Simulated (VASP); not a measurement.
Crystal: GeCN2.

```
Ge N C
1.0
     1.81740    1.04927    4.98673
    -1.81740    1.04927    4.98673
     0.00000   -2.09855    4.98673
Ge N C
1 2 1
Direct
  0.00000 0.00000 0.00000
  0.58390 0.58390 0.58390
  0.41610 0.41610 0.41610
  0.50000 0.50000 0.50000
```

This cell differs from its parent crystal: volume scaled by 1.04.

Base run:

| Property | Result |
| --- | --- |
| Program | VASP 6.6.1 |
| Functional | PBEsol |
| Potentials or basis | VASP PAW PBE potentials, release 64 (Ge_d, N, C) |
| Cutoff | 520 eV |
| k mesh | 9 × 9 × 9 |
| Occupations | fermi-dirac, width 0.05 eV |
| Spin | no spin polarisation |

Its results: band gap on the k mesh 1.09 eV, indirect (least direct gap 1.95 eV); pressure -7.7 GPa; largest force 0.893 eV/Å.

Task: The run is repeated on the same cell with these changes: functional from PBEsol to PBE. What comes out?

Result: Band gap on the k mesh 1.20 eV, indirect (least direct gap 2.08 eV); pressure -4.7 GPa; largest force 0.991 eV/Å.

PBE binds less tightly than PBEsol, so the same cell stands under more pressure.

Caveats: the PAW data sets were made with another functional, which shifts forces and pressure a little (some runs).

A k mesh can miss the band edges.
